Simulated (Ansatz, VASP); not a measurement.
One calculation of Pd, two programs

The input INCAR:

```
SYSTEM = Pd
PREC = Accurate
ENCUT = 500
EDIFF = 1E-6
ISMEAR = 0
SIGMA = 0.05
LREAL = .FALSE.
LASPH = .TRUE.
NELM = 120
ALGO = Normal
ISIF = 2
LWAVE = .FALSE.
LCHARG = .TRUE.
GGA = PE
LELF = .TRUE.
LVHAR = .TRUE.
NBANDS = 11
GGA_COMPAT = .FALSE.
```

The input KPOINTS:

```
regular mesh
0
G
  8 8 8
  0 0 0
```

The input POSCAR:

```
Pd
1.0
   -1.5699787767      1.5699787767      1.5699787767
    1.5699787767     -1.5699787767      1.5699787767
    1.5699787767      1.5699787767     -1.5699787767
Pd
1
Direct
    0.0000000000      0.0000000000      0.0000000000
```

Input for Ansatz:

```yaml
crystal:
  lattice:
    - [-1.5699787767, 1.5699787767, 1.5699787767]
    - [1.5699787767, -1.5699787767, 1.5699787767]
    - [1.5699787767, 1.5699787767, -1.5699787767]
  atoms:
    - { symbol: Pd, position: [0.0, 0.0, 0.0] }
basis:
  ecutwfc: 420
  ecutrho_ratio: 4
kpoints:
  mp_grid: { grid: [8, 8, 8] }
hamiltonian:
  xc: pbe
scf:
  occupations: { method: gaussian, width: 0.05 }
output:
  forces: true
  stress: true
  eigenvalues: true
```

Alike in both runs: task single point; functional PBE; k mesh 8 × 8 × 8; occupations gaussian, width 0.05 eV; no spin polarisation.

|  | VASP | Ansatz |
| --- | --- | --- |
| version | VASP 6.6.1 | Ansatz 0.2.0 |
| potentials or method | VASP PAW PBE potentials, release 64 (Pd), cutoff 500 eV | scalar-relativistic, plane waves, PAW |
| valence electrons in the cell | 10 | 18 |

|  | VASP | Ansatz | Ansatz less VASP |
| --- | --- | --- | --- |
| gap on the k mesh at the Fermi level (eV) | none | none | - |
| pressure (GPa) | -0.3 | 0.0 | +0.26 |

A gap of «none» marks a metal or a gap that the smearing closes. With one functional, cell and mesh, what is left measures potentials, basis and numerics. VASP's potentials hold 10 valence electrons a cell and Ansatz's 18, so a difference there can come from the potentials and not from the codes.
